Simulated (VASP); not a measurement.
RbBr, 2 atoms in the cell. Symmetry: Fm-3m, No. 225, cubic system. The conventional cell has a = 6.005 Å, b = 6.005 Å, c = 6.005 Å, α = 90.00°, β = 90.00°, γ = 90.00°. Within 4.0 Å of Rb (site symmetry m-3m) lie 6 Br at 3.00 Å. Within 4.0 Å of Br (site symmetry m-3m) lie 6 Rb at 3.00 Å. 

```yaml
Program: VASP 6.6.1
Task: single point
Functional: PBEsol
Potentials_or_basis: VASP PAW PBE potentials, release 64 (Rb_sv, Br)
Cutoff: 520 eV
k_mesh: 6 × 6 × 6
Occupations: gaussian, width 0.01 eV
Spin: no spin polarisation
Dipole_correction: no
Further_INCAR_settings: ALGO = Normal; EDIFF = 1e-06; NBANDS = 15
```

Potentials or basis: VASP PAW PBE potentials, release 64 (Rb_sv, Br).

Launch:

```sh
$ cat potpaw_PBE.64/Rb_sv/POTCAR potpaw_PBE.64/Br/POTCAR > POTCAR
$ mpirun -np 1 vasp_std > vasp.out
```

Hardware: 1 thread of Intel(R) Xeon(R) 6975P-C (Granite Rapids), with other jobs on the host.

Question: Estimate the wall time of this run.

Answer: It took 5.9 s on 1 thread of Intel(R) Xeon(R) 6975P-C (Granite Rapids), with other jobs on the host, peak memory 0.17 GiB. Counts: scf iterations 12, k points 16.
